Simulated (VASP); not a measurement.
# Si (Cmcm) in VASP: further runs

Runs on Si. Level: LDA. Tasks: single point.

Everything below comes from runs of VASP 6.6.1. Logs are shortened: lines on timing, memory, paths and dates and some standing lists are left out, and cuts for length are marked.

**1. The cell of the first run**

The structure is orthorhombic, space group Cmcm (No. 63). Conventional cell: a = 3.831 Å, b = 7.383 Å, c = 6.333 Å, α = 90.00°, β = 90.00°, γ = 90.00°. Within 3.1 Å of Si (site symmetry m) lie 4 Si at 2.37 to 2.59 Å.

**2. Single point, LDA (strain +0.1125 x Voigt [0, 1, 0, 0, 0, 0])**

Contents of INCAR:

```
  ALGO = Normal
  EDIFF = 1E-6
  ENCUT = 520
  GGA = CA
  ISIF = 2
  ISMEAR = 0
  LASPH = T
  LCHARG = F
  LREAL = F
  LWAVE = F
  NBANDS = 16
  NELM = 100
  PREC = Accurate
  SIGMA = 0.03
```

Contents of KPOINTS:

```
k-points
0
Gamma
  12 12 6
```

Contents of POSCAR:

```
Si
1.0
    3.8313174605      0.0000000000      0.0000000000
   -1.9156587303      3.6912953040      0.0000000000
    0.0000000000      0.0000000000      6.3326220002
Si
4
Direct
    0.3333333333      0.6666666667      0.0630095000
    0.6666666667      0.3333333333      0.5630095000
    0.3333333333      0.6666666667      0.4369905000
    0.6666666667      0.3333333333      0.9369905000
```

Potentials or basis: VASP PAW LDA potentials, release 64 (Si).

The run is started by

```sh
cat potpaw_LDA.64/Si/POTCAR > POTCAR
mpirun -np 1 vasp_std > vasp.out
```

OUTCAR:

```text
EDIFF = 1E-6
   ENCUT = 520
   GGA = CA
   ISIF = 2
   ISMEAR = 0
   LASPH = T
   LREAL = F
   NELM = 100
   PREC = Accurate

 ion  position               nearest neighbor table
   1  0.333  0.667  0.063-   3 2.37   4 2.41   4 2.41   4 2.59
   2  0.667  0.333  0.563-   4 2.37   3 2.41   3 2.41   3 2.59
   3  0.333  0.667  0.437-   1 2.37   2 2.41   2 2.41   2 2.59
   4  0.667  0.333  0.937-   2 2.37   1 2.41   1 2.41   1 2.59

  LATTYP: Found a base centered orthorhombic cell.
 ALAT       =     3.8313174605
 B/A-ratio  =     1.9269065234
 C/A-ratio  =     1.6528575524

  Lattice vectors:

 A1 = (   1.9156587303,  -3.6912953040,   0.0000000000)
 A2 = (   1.9156587302,   3.6912953040,   0.0000000000)
 A3 = (   0.0000000000,   0.0000000000,   6.3326220002)

Analysis of symmetry for initial positions (statically):
=====================================================================
 Subroutine PRICEL returns:
 Original cell was already a primitive cell.

 Routine SETGRP: Setting up the symmetry group for a
 base centered orthorhombic supercell.

 Subroutine GETGRP returns: Found  8 space group operations
 (whereof  4 operations were pure point group operations)
 out of a pool of  8 trial point group operations.

The static configuration has the point symmetry C_2h.
 The point group associated with its full space group is D_2h.

Analysis of symmetry for dynamics (positions and initial velocities):
=====================================================================
 Subroutine PRICEL returns:
 Original cell was already a primitive cell.

 Routine SETGRP: Setting up the symmetry group for a
 base centered orthorhombic supercell.

 Subroutine GETGRP returns: Found  8 space group operations
 (whereof  4 operations were pure point group operations)
 out of a pool of  8 trial point group operations.

The dynamic configuration has the point symmetry C_2h.
 The point group associated with its full space group is D_2h.

 Subroutine INISYM returns: Found  8 space group operations
 (whereof  4 operations are pure point group operations),
 and found     1 'primitive' translations

----------------------------------------------------------------------------------------

                                     Primitive cell

  volume of cell :      89.5593

  direct lattice vectors                    reciprocal lattice vectors
     3.831317461  0.000000000  0.000000000     0.261006823  0.135453807  0.000000000
    -1.915658730  3.691295304  0.000000000     0.000000000  0.270907613  0.000000000
     0.000000000  0.000000000  6.332622000     0.000000000  0.000000000  0.157912473

  length of vectors
     3.831317461  4.158774987  6.332622000     0.294061721  0.270907613  0.157912473

  position of ions in fractional coordinates (direct lattice)
     0.333333333  0.666666667  0.063009500
     0.666666667  0.333333333  0.563009500
     0.333333333  0.666666667  0.436990500
     0.666666667  0.333333333  0.936990500

  ion indices of the primitive-cell ions
   primitive index   ion index
                 1           1
                 2           2
                 3           3
                 4           4

----------------------------------------------------------------------------------------

 KPOINTS: k-points

Automatic generation of k-mesh.
 Grid dimensions read from file:
 generate k-points for:   12   12    6

 Generating k-lattice:

  Cartesian coordinates                     Fractional coordinates (reciprocal lattice)
     0.021750569  0.011287817  0.000000000     0.083333333  0.000000000  0.000000000
     0.000000000  0.022575634  0.000000000     0.000000000  0.083333333  0.000000000
     0.000000000  0.000000000  0.026318745     0.000000000  0.000000000  0.166666667

  Length of vectors
     0.024505143  0.022575634  0.026318745

  Shift w.r.t. Gamma in fractional coordinates (k-lattice)
     0.000000000  0.000000000  0.000000000

 Subroutine IBZKPT returns following result:
 ===========================================

 Found    172 irreducible k-points:

 Following reciprocal coordinates:
            Coordinates               Weight
  0.000000  0.000000  0.000000      1.000000
  0.083333  0.000000  0.000000      4.000000
  0.166667  0.000000  0.000000      4.000000
  0.250000  0.000000  0.000000      4.000000
  0.333333  0.000000  0.000000      4.000000
  0.416667  0.000000  0.000000      4.000000
[... 16 lines left out ...]
  0.333333  0.166667  0.000000      4.000000
  0.416667  0.166667  0.000000      4.000000
 [... further k-points ...]
   k-points           NKPTS =    172   k-points in BZ     NKDIM =    172   number of bands    NBANDS=     16
   number of dos      NEDOS =    301   number of ions     NIONS =      4
   total plane-waves  NPLWV =  43008
   dimension x,y,z NGX =    28 NGY =   32 NGZ =   48
   dimension x,y,z NGXF=    56 NGYF=   64 NGZF=   96
   ions per type =               4
   NGX,Y,Z   is equivalent  to a cutoff of  12.15, 12.79, 12.60 a.u.
   NGXF,Y,Z  is equivalent  to a cutoff of  24.30, 25.58, 25.20 a.u.
 SYSTEM =  unknown system
   PREC   = accura    normal or accurate (medium, high low for compatibility)
   ISTART =      0    job   : 0-new  1-cont  2-samecut
   ICHARG =      2    charge: 1-file 2-atom 10-const
   ISPIN  =      1    spin polarized calculation?
   LNONCOLLINEAR =      F non collinear calculations
   LSORBIT =      F    spin-orbit coupling
   LASPH  =      T    aspherical Exc in radial PAW
   ENCUT  =  520.0 eV  38.22 Ry    6.18 a.u.   7.12  7.73 11.77*2*pi/ulx,y,z
   NELM   =    100;   NELMIN=  2; NELMDL= -5     # of ELM steps
   EDIFF  = 0.1E-05   stopping-criterion for ELM
   LREAL  =      F    real-space projection
   EDIFFG = 0.1E-04   stopping-criterion for IOM
   NSW    =      0    number of steps for IOM
   IBRION =     -1    ionic relax: 0-MD 1-quasi-New 2-CG
   NFREE  =      0    steps in history (QN), initial steepest desc. (CG)
   ISIF   =      2    stress and relaxation
   ISYM   =      2    0-nonsym 1-usesym 2-fastsym
   POTIM  = 0.5000    time-step for ionic-motion
   TEBEG  =    0.0;   TEEND  =   0.0 temperature during run
   PSTRESS=    0.0 pullay stress
   NELECT =      16.0000    total number of electrons
   NUPDOWN=      -1.0000    fix difference up-down
   EMIN   =  10.00;   EMAX   =-10.00  energy-range for DOS
   EFERMI =   0.00;   METHOD = LEGACY
   ISMEAR =     0;   SIGMA  =   0.03  broadening in eV -4-tet -1-fermi 0-gaus
   EFERMI_NEDOS =   21; number of points for ismear=-14 and -15
   IALGO  =     38    algorithm
   IMIX   =      4    mixing-type and parameters
     AMIX     =   0.40;   BMIX     =  1.00
     AMIX_MAG =   1.60;   BMIX_MAG =  1.00
  volume/ion in A,a.u.               =      22.39       151.09
  Fermi-wavevector in a.u.,A,eV,Ry     =   0.922029  1.742382 11.566827  0.850138
  Thomas-Fermi vector in A             =   2.047511
   LORBIT       =      0    0 simple, 1 ext, 2 COOP (PROOUT), +10 PAW based schemes
   GGA     = CA    functional components
   LHFCALC =     F    Hartree Fock is set to
   AEXX    =    0.0000 exact exchange contribution
   IVDW    =     0    specifies the selected vdW correction
   LEPSILON=     F    determine dielectric tensor
   LRPA    =     F    only Hartree local field effects (RPA)
 non-spin polarized calculation
 Gauss-broadening in eV      SIGMA  =   0.03
  energy-cutoff  :      520.00
  volume of cell :       89.56
 maximum number of plane-waves:      2428
   NGX = 15   NGY = 15   NGZ = 23

 number of electron      16.0000000 magnetization

 Free energy of the ion-electron system (eV)
  ---------------------------------------------------
  ext. energy  EPLUGINS =         0.00000000
  ---------------------------------------------------
  free energy    TOTEN  =       -23.16729189 eV

  energy without entropy =      -23.16724518  energy(sigma->0) =      -23.16726854

 E-fermi :   4.9358     XC(G=0):  -9.1850

 val. band max:        4.9131539152   @ k =   0.5000   0.0000   0.0000
 cond. band min:       4.9581359966   @ k =   0.0000   0.0000   0.1667
 fundamental gap:      0.0449820814
 Fermi energy:         4.9357619946

 k-point     1 :       0.0000    0.0000    0.0000
  band No.  band energies     occupation
      1      -6.5856      2.00000
      2      -4.2001      2.00000
      3      -1.9771      2.00000
      4       3.0449      2.00000
      5       3.5489      2.00000
      6       4.6017      2.00000
[... 8 lines left out ...]
     15       9.5421      0.00000
     16      10.1713      0.00000

 k-point     2 :       0.0833    0.0000    0.0000
  band No.  band energies     occupation
      1      -6.5105      2.00000
      2      -4.1225      2.00000
      3      -1.9523      2.00000
      4       2.6801      2.00000
      5       3.0916      2.00000
      6       4.3062      2.00000
[... 8 lines left out ...]
     15       9.4607      0.00000
     16      10.0907      0.00000

 k-point     3 :       0.1667    0.0000    0.0000
  band No.  band energies     occupation
      1      -6.2871      2.00000
      2      -3.8909      2.00000
      3      -1.9091      2.00000
      4       1.7391      2.00000
      5       2.6575      2.00000
      6       3.1674      2.00000
[... 8 lines left out ...]
     15       9.7433      0.00000
     16      10.1964      0.00000

 k-point     4 :       0.2500    0.0000    0.0000
  band No.  band energies     occupation
      1      -5.9221      2.00000
      2      -3.5103      2.00000
      3      -1.9667      2.00000
      4       0.9092      2.00000
      5       1.9599      2.00000
      6       2.2849      2.00000
[... 8 lines left out ...]
     15      10.2770      0.00000
     16      10.7965      0.00000
[... 324 lines left out ...]
 k-point    22 :       0.2500    0.1667    0.0000
  band No.  band energies     occupation
      1      -5.3693      2.00000
      2      -2.9316      2.00000
      3      -2.4407      2.00000
      4       0.7188      2.00000
      5       0.7210      2.00000
      6       1.1664      2.00000
[... 8 lines left out ...]
     15      11.2269      0.00000
     16      11.5070      0.00000

 k-point    23 :       0.3333    0.1667    0.0000
  band No.  band energies     occupation
      1      -4.8180      2.00000
      2      -2.9508      2.00000
      3      -2.3378      2.00000
      4      -0.1305      2.00000
      5       0.5719      2.00000
      6       1.1541      2.00000
[... 8 lines left out ...]
     15      11.4117      0.00000
     16      11.5013      0.00000

 k-point    24 :       0.4167    0.1667    0.0000
  band No.  band energies     occupation
      1      -4.3410      2.00000
      2      -3.4263      2.00000
      3      -1.7919      2.00000
      4      -0.7993      2.00000
      5       0.5234      2.00000
      6       1.3196      2.00000
[... 8 lines left out ...]
     15      10.9860      0.00000
     16      11.3789      0.00000

 [... further k-points ...]

------------------------ aborting loop because EDIFF is reached ----------------------------------------

  FORCE on cell =-STRESS in cart. coord.  units (eV):
  Direction    XX          YY          ZZ          XY          YZ          ZX
  --------------------------------------------------------------------------------------
  -------------------------------------------------------------------------------------
  Total       -2.8001233     -9.8107654     -1.7194507      0.0000000      0.0000000      0.0000000
  in kB      -50.0930232   -175.5104500    -30.7602462      0.0000000      0.0000000      0.0000000
  external PRESSURE =     -85.4545731 kB  Pullay stress =       0.0000000 kB

 VOLUME and BASIS-vectors are now :
 -----------------------------------------------------------------------------
  energy-cutoff  :      520.00
  volume of cell :       89.56
      direct lattice vectors                 reciprocal lattice vectors
     3.831317461  0.000000000  0.000000000     0.261006823  0.135453807  0.000000000
    -1.915658730  3.691295304  0.000000000     0.000000000  0.270907613  0.000000000
     0.000000000  0.000000000  6.332622000     0.000000000  0.000000000  0.157912473

 POSITION                                       TOTAL-FORCE (eV/Angst)
 -----------------------------------------------------------------------------------
     -0.00000      2.46086      0.39902        -0.000000      0.257493     -0.387573
      1.91566      1.23043      3.56533         0.000000     -0.257493     -0.387573
     -0.00000      2.46086      2.76730        -0.000000      0.257493      0.387573
      1.91566      1.23043      5.93361         0.000000     -0.257493      0.387573
 -----------------------------------------------------------------------------------
    total drift:                                0.000000     -0.000000      0.000000

  FREE ENERGIE OF THE ION-ELECTRON SYSTEM (eV)
  ---------------------------------------------------
  free  energy   TOTEN  =       -23.1672918918 eV

  energy  without entropy=      -23.1672451842  energy(sigma->0) =      -23.16726854
```

It took 1.9 min on 1 thread of AMD EPYC 9R14 (Zen 4), shared host; peak memory 0.26 GiB.

Results:

```yaml
Free_energy: -23.1673 eV
Pressure: -8.5 GPa
Largest_force: 0.465 eV/Å
Band_gap_on_the_k_mesh: zero (bands 8 and 9 overlap by 0.15 eV)
```

Forces on the atoms (eV/Å):
```
Si   0.000  0.257 -0.388
Si   0.000 -0.257 -0.388
Si   0.000  0.257  0.388
Si   0.000 -0.257  0.388
```

Levels at points of the mesh, in eV from the Fermi level:
```csv
k point,band 4,band 5,band 6,band 7,band 8,band 9,band 10,band 11,band 12,band 13
"(0.00, 0.00, 0.00)",-1.89,-1.39,-0.33,-0.27,-0.16,0.21,1.52,1.66,2.18,3.01
"(0.50, 0.00, 0.00)",-5.65,-4.26,-3.27,-2.70,-1.42,-0.02,1.73,2.61,2.96,4.95
"(0.00, 0.50, 0.00)",-5.29,-4.47,-2.75,-2.37,-0.70,0.92,2.92,3.16,3.34,4.33
"(0.00, 0.00, 0.50)",-3.96,-1.23,-1.23,-0.78,-0.78,0.68,0.68,2.65,2.65,3.30
"(0.50, 0.00, 0.50)",-6.90,-2.55,-2.55,-2.07,-2.07,0.49,0.49,1.95,1.95,5.15
"(0.00, 0.50, 0.50)",-6.75,-2.25,-2.25,-1.73,-1.73,1.29,1.29,1.98,1.98,5.70
```

Caveat: the cell differs from its parent crystal (strain +0.1125 x Voigt [0, 1, 0, 0, 0, 0]); the cell stands under tension; semilocal functionals underestimate gaps, so a narrow gap can read as zero.

**3. Single point, LDA (strain +0.1312 x Voigt [0, 1, 0, 0, 0, 0])**

Contents of INCAR:

```
ALGO = Normal
EDIFF = 1E-7
ENCUT = 520
ISIF = 2
ISMEAR = 0
LASPH = True
LCHARG = False
LREAL = False
LWAVE = False
NBANDS = 16
NELM = 60
PREC = Accurate
SIGMA = 0.03
```

KPOINTS is that of step 2.

Edit POSCAR of step 2 so:

```diff
@@ -3,3 +3,3 @@
     3.8313174605      0.0000000000      0.0000000000
-   -1.9156587303      3.6912953040      0.0000000000
+   -1.9156587303      3.7533422453      0.0000000000
     0.0000000000      0.0000000000      6.3326220002
```

Potentials or basis: VASP PAW LDA potentials, release 64 (Si).

The run is started by

```sh
cat potpaw_LDA.64/Si/POTCAR > POTCAR
mpirun -np 1 vasp_std > vasp.out
```

Wall time 2.5 min (1 thread of AMD EPYC 9R14 (Zen 4), shared host); peak memory 0.26 GiB.

The run converged. Its results:

```
Free energy            : -22.9956 eV
Pressure               : -9.1 GPa
Largest force          : 0.477 eV/Å
Band gap on the k mesh : zero (bands 8 and 9 overlap by 0.24 eV)
```

Forces on the atoms (eV/Å):
```
Si   0.000  0.220 -0.423
Si   0.000 -0.220 -0.423
Si   0.000  0.220  0.423
Si   0.000 -0.220  0.423
```

Stress tensor (GPa, compression positive):
```
 -5.32   0.00   0.00
  0.00 -18.95   0.00
  0.00   0.00  -3.18
```

Levels at points of the mesh, in eV from the Fermi level:
| k point | band 4 | band 5 | band 6 | band 7 | band 8 | band 9 | band 10 | band 11 | band 12 | band 13 |
| --- | --- | --- | --- | --- | --- | --- | --- | --- | --- | --- |
| (0.00, 0.00, 0.00) | -1.94 | -1.36 | -0.46 | -0.35 | -0.18 | 0.24 | 1.25 | 1.65 | 2.21 | 3.10 |
| (0.50, 0.00, 0.00) | -5.61 | -4.21 | -3.29 | -2.65 | -1.40 | -0.07 | 1.66 | 2.54 | 2.95 | 5.03 |
| (0.00, 0.50, 0.00) | -5.20 | -4.43 | -2.72 | -2.28 | -0.59 | 1.00 | 3.01 | 3.19 | 3.36 | 4.33 |
| (0.00, 0.00, 0.50) | -3.94 | -1.26 | -1.26 | -0.75 | -0.75 | 0.51 | 0.51 | 2.65 | 2.65 | 3.34 |
| (0.50, 0.00, 0.50) | -6.85 | -2.56 | -2.56 | -2.02 | -2.02 | 0.45 | 0.45 | 2.00 | 2.00 | 5.08 |
| (0.00, 0.50, 0.50) | -6.68 | -2.22 | -2.22 | -1.63 | -1.63 | 1.35 | 1.35 | 2.04 | 2.04 | 5.68 |

Caveat: the cell differs from its parent crystal (strain +0.1312 x Voigt [0, 1, 0, 0, 0, 0]); the cell stands under tension; semilocal functionals underestimate gaps, so a narrow gap can read as zero.

**4. Single point, LDA (strain +0.1500 x Voigt [0, 1, 0, 0, 0, 0])**

Contents of INCAR:

```
PREC     = Accurate       # precision mode
ENCUT    = 520            # plane-wave cutoff, eV
EDIFF    = 1E-6           # SCF threshold, eV
ISMEAR   = 0              # smearing method
SIGMA    = 0.03           # smearing width, eV
LREAL    = F              # projectors in reciprocal space
LASPH    = T              # aspherical terms in the spheres
NELM     = 80             # most SCF steps
ALGO     = Normal         # electronic algorithm
ISIF     = 2              # what is computed and relaxed
LWAVE    = F              # write WAVECAR
LCHARG   = F              # write CHGCAR
NBANDS   = 16             # bands
```

Contents of KPOINTS:

```
Automatic mesh
0
Gamma
  12 12 6
```

Edit POSCAR of step 3 so:

```diff
@@ -3,3 +3,3 @@
     3.8313174605      0.0000000000      0.0000000000
-   -1.9156587303      3.7533422453      0.0000000000
+   -1.9156587303      3.8157209884      0.0000000000
     0.0000000000      0.0000000000      6.3326220002
```

The run is started by

```sh
cat potpaw_LDA.64/Si/POTCAR > POTCAR
mpirun -np 1 vasp_std > vasp.out
```

It took 1.9 min on 1 thread of AMD EPYC 9R14 (Zen 4), shared host; peak memory 0.26 GiB.

The run converged. Its results:

```yaml
Free_energy: -22.8127 eV
Pressure: -9.6 GPa
Largest_force: 0.481 eV/Å
Band_gap_on_the_k_mesh: zero (bands 8 and 9 overlap by 0.35 eV)
```

Forces in eV/Å, atoms in the order of the input:
```
Si   0.000  0.174 -0.449
Si   0.000 -0.174 -0.449
Si   0.000  0.174  0.449
Si   0.000 -0.174  0.449
```

Stress tensor (GPa, compression positive):
```
 -5.68   0.00   0.00
  0.00 -19.83   0.00
  0.00   0.00  -3.36
```

Levels at points of the mesh, in eV from the Fermi level:
```
           k point  band 6  band 7  band 8  band 9  band 10  band 11
(0.00, 0.00, 0.00)   -0.55   -0.28   -0.11    0.37     1.08     1.74
(0.50, 0.00, 0.00)   -3.22   -2.52   -1.30   -0.02     1.67     2.56
(0.00, 0.50, 0.00)   -2.60   -2.10   -0.41    1.16     3.18     3.30
(0.00, 0.00, 0.50)   -1.21   -0.64   -0.64    0.44     0.44     2.74
(0.50, 0.00, 0.50)   -2.47   -1.89   -1.89    0.49     0.49     2.13
(0.00, 0.50, 0.50)   -2.11   -1.45   -1.45    1.49     1.49     2.19
```

Caveat: the cell differs from its parent crystal (strain +0.1500 x Voigt [0, 1, 0, 0, 0, 0]); the cell stands under tension; semilocal functionals underestimate gaps, so a narrow gap can read as zero.

**5. Overview**

```tsv
cell	gap on the mesh (eV)	pressure (GPa)	largest force (eV/Å)
a = 3.831, b = 4.159, c = 6.333 Å, angles 90.0, 90.0, 117.4°, 4 atoms	none	-8.5	0.47
a = 3.831, b = 4.214, c = 6.333 Å, angles 90.0, 90.0, 117.0°, 4 atoms	none	-9.1	0.48
a = 3.831, b = 4.270, c = 6.333 Å, angles 90.0, 90.0, 116.7°, 4 atoms	none	-9.6	0.48
```

Alike in all rows: task single point; level LDA; potentials or basis VASP PAW LDA potentials, release 64 (Si); no spin polarisation; k mesh 12 × 12 × 6; cutoff (eV) 520; smearing gaussian 0.03 eV.

Caveats: the cell stands under tension; semilocal functionals underestimate gaps, so a narrow gap can read as zero.

Absolute energies hang on the potentials; compare differences alone.
